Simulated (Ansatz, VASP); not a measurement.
# Two plane-wave programs on MgO

INCAR

```
ALGO = Normal
EDIFF = 1E-7
ENCUT = 520
GGA = PE
ISIF = 2
ISMEAR = 0
LASPH = True
LCHARG = False
LREAL = False
LWAVE = False
NBANDS = 11
NELM = 60
PREC = Accurate
SIGMA = 0.05
```

Contents of KPOINTS:

```
k-points
0
Gamma
  10 10 10
```

The input POSCAR:

```
MgO
1.0
    0.0000000000      2.1800959780      2.0737498328
    2.1800959780      0.0000000000      2.0737498328
    2.1800959780      2.1800959780      0.0000000000
Mg O
1 1
Direct
    0.0000000000      0.0000000000      0.0000000000
    0.5000000000      0.5000000000      0.5000000000
```

Input for Ansatz:

```yaml
crystal:
  lattice:
    - [0.0, 2.180095978, 2.0737498328]
    - [2.180095978, 0.0, 2.0737498328]
    - [2.180095978, 2.180095978, 0.0]
  atoms:
    - { symbol: Mg, position: [0.0, 0.0, 0.0] }
    - { symbol: O, position: [0.5, 0.5, 0.5] }
basis:
  ecutwfc: 420
kpoints:
  mp_grid: { grid: [10, 10, 10] }
hamiltonian:
  xc: pbe
scf:
  occupations: { method: gaussian, width: 0.05 }
output:
  forces: true
  stress: true
  eigenvalues: true
```

Change from the starting cell: strain +0.025 along x and y, -0.025 along z, atoms carried along.

Alike in both runs: task single point; functional PBE; k mesh 10 × 10 × 10; occupations gaussian, width 0.05 eV; no spin polarisation.

```csv
,VASP,Ansatz
version,VASP 6.6.1,Ansatz 0.2.0
potentials or method,"VASP PAW PBE potentials, release 64 (Mg, O), cutoff 520 eV","scalar-relativistic, plane waves, PAW"
valence electrons in the cell,8,16
```

```tsv
	VASP	Ansatz	Ansatz less VASP
gap on the k mesh at the Fermi level (eV)	4.17	4.19	+0.019
least direct gap on the mesh (eV)	4.17	4.19	+0.019
pressure (GPa)	-3.4	-2.7	+0.75
traceless stress, the component that is largest in VASP (GPa)	5.68	5.65	-0.030
```

VASP's potentials hold 8 valence electrons a cell and Ansatz's 16, so a difference there can come from the potentials and not from the codes.
